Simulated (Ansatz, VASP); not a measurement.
## One calculation of TiTe2, two programs

Contents of INCAR:

```
SYSTEM = TiTe2
PREC = Accurate ; ENCUT = 520
EDIFF = 1E-6 ; ISMEAR = -1
SIGMA = 0.02 ; LREAL = .False.
LASPH = .True. ; NELM = 100
ALGO = Normal ; ISIF = 2
LWAVE = .False. ; LCHARG = .False.
GGA = PE ; NBANDS = 19
```

File KPOINTS:

```
Automatic mesh
0
Gamma
  8 8 8
  0 0 0
```

Contents of POSCAR:

```
TiTe2
1.0
    1.8876707787      1.0898472322      6.8686275405
   -1.8876707787      1.0898472322      6.8686275405
    0.0000000000     -2.1796944645      6.8686275405
Ti Te
1 2
Direct
    0.0000000000      0.0000000000      0.0000000000
    0.2506047205      0.2506047205      0.2506047205
    0.7493952795      0.7493952795      0.7493952795
```

Input for Ansatz:

```yaml
crystal:
  lattice:
    - [1.8876707787, 1.0898472322, 6.8686275405]
    - [-1.8876707787, 1.0898472322, 6.8686275405]
    - [0.0, -2.1796944645, 6.8686275405]
  atoms:
    - { symbol: Ti, position: [0.0, 0.0, 0.0] }
    - { symbol: Te, position: [0.2506047205, 0.2506047205, 0.2506047205] }
    - { symbol: Te, position: [0.7493952795, 0.7493952795, 0.7493952795] }
kpoints:
  mp_grid: { grid: [8, 8, 8] }
  band_path:
    path:
      - [[0.0, 0.0, 0.0], [0.5, 0.5, 0.5], [0.8165491560396, 0.1834508439604, 0.5]]
      - [[0.5, -0.1834508439604, 0.1834508439604], [0.5, -7.884214932401e-17, 1.004319646254e-16], [0.0, 0.0, 0.0], [0.3417254219802, -0.3417254219802, 6.362499500169e-35]]
      - [[0.6582745780198, -6.167900717133e-17, 0.3417254219802], [0.5, -3.023613184399e-17, 0.5], [0.0, 0.0, 0.0]]
    npoints: 10
hamiltonian:
  xc: pbe
scf:
  occupations: { method: fermi_dirac, width: 0.02 }
  n_extra_bands: 4
output:
  forces: true
  stress: true
  eigenvalues: true
```

Alike in both runs: task single point; functional PBE; k mesh 8 × 8 × 8; occupations fermi-dirac, width 0.02 eV; no spin polarisation.

```csv
,VASP,Ansatz
version,VASP 6.6.1,Ansatz 0.2.0
potentials or method,"VASP PAW PBE potentials, release 64 (Ti_sv, Te)","plane waves, PAW"
plane-wave cutoff (eV),520,420
valence electrons in the cell,24,44
```

|  | VASP | Ansatz | Ansatz less VASP |
| --- | --- | --- | --- |
| pressure (GPa) | 1.0 | 1.0 | 0.00 |
| traceless stress, the component that is largest in VASP (GPa) | 0.80 | 0.79 | -0.010 |
| rms of the force components (eV/Å) | 0.077 | 0.072 | -0.0041 |

Atom by atom the forces differ by 0.004 eV/Å (rms over components). With one functional, cell and mesh, what is left measures potentials, basis and numerics. VASP's potentials hold 24 valence electrons a cell and Ansatz's 44, so a difference there can come from the potentials and not from the codes.

Spin-orbit coupling is off throughout.
